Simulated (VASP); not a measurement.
**HfO2: single point with r2SCAN**

The system is HfO2.

```xyz
6
Lattice="3.5580 0.0000 0.0000 0.0000 3.5580 0.0000 0.0000 0.0000 5.1719" Properties=species:S:1:pos:R:3 pbc="T T T"
Hf    1.7790    1.7790    2.5859
Hf    0.0000    0.0000    0.0000
O     0.0000    1.7790    3.6165
O     1.7790    0.0000    4.1413
O     1.7790    0.0000    1.5553
O     0.0000    1.7790    1.0306
```

| Item | Value |
| --- | --- |
| Program | VASP 6.6.1 |
| Task | single point |
| Functional | r2SCAN |
| Potentials or basis | VASP PAW PBE potentials, release 64 (Hf_pv, O) |
| Cutoff | 520 eV |
| k mesh | 6 × 6 × 6 |
| Occupations | gaussian, width 0.02 eV |
| Spin | no spin polarisation |
| Dipole correction | no |
| Further INCAR settings | ALGO = Normal; EDIFF = 1e-06; NBANDS = 31 |

```yaml
Pressure: -0.2 GPa
Largest_force: 0.064 eV/Å
Band_gap_on_the_k_mesh: 5.25 eV, indirect (least direct gap 5.33 eV)
```

Forces in eV/Å, atoms in the order of the input:
```
Hf   0.000  0.000  0.000
Hf   0.000  0.000  0.000
O    0.000  0.000 -0.064
O    0.000  0.000  0.064
O    0.000  0.000  0.064
O    0.000  0.000 -0.064
```

Stress tensor (GPa, compression positive):
```
 0.17  0.00  0.00
 0.00  0.17  0.00
 0.00  0.00 -0.81
```

Levels at points of the mesh, in eV from the valence-band top:
| k point | band 18 | band 19 | band 20 | band 21 | band 22 | band 23 | band 24 | band 25 | band 26 | band 27 |
| --- | --- | --- | --- | --- | --- | --- | --- | --- | --- | --- |
| (0.00, 0.00, 0.00) | -1.32 | -0.63 | -0.16 | -0.08 | -0.08 | 5.25 | 5.28 | 6.47 | 6.73 | 7.18 |
| (0.50, 0.00, 0.00) | -2.21 | -1.50 | -1.50 | -0.17 | -0.17 | 5.64 | 5.64 | 6.67 | 6.67 | 8.07 |
| (0.50, 0.50, 0.00) | -1.06 | -0.83 | -0.83 | -0.47 | -0.47 | 6.25 | 6.25 | 6.66 | 6.66 | 7.86 |
| (0.00, 0.00, 0.50) | -2.78 | -0.66 | -0.66 | 0.00 | 0.00 | 5.94 | 5.94 | 6.21 | 6.21 | 9.42 |
| (0.50, 0.00, 0.50) | -1.98 | -1.44 | -1.44 | -1.00 | -1.00 | 5.79 | 5.79 | 6.14 | 6.14 | 8.09 |
| (0.50, 0.50, 0.50) | -1.97 | -1.40 | -1.40 | -0.02 | -0.02 | 6.51 | 6.51 | 6.78 | 6.78 | 8.01 |

Wall time 4.5 min on 1 thread of Intel(R) Xeon(R) Platinum 8259CL CPU @ 2.50GHz (Skylake/Cascade Lake), on a shared host, peak memory 0.22 GiB.

Caveat: the PAW data sets were made with another functional, which shifts forces and pressure a little; spin-orbit coupling is left out, which moves the levels of the heavy elements. r2SCAN opens gaps a little over a GGA but as a rule still falls short of measured ones.
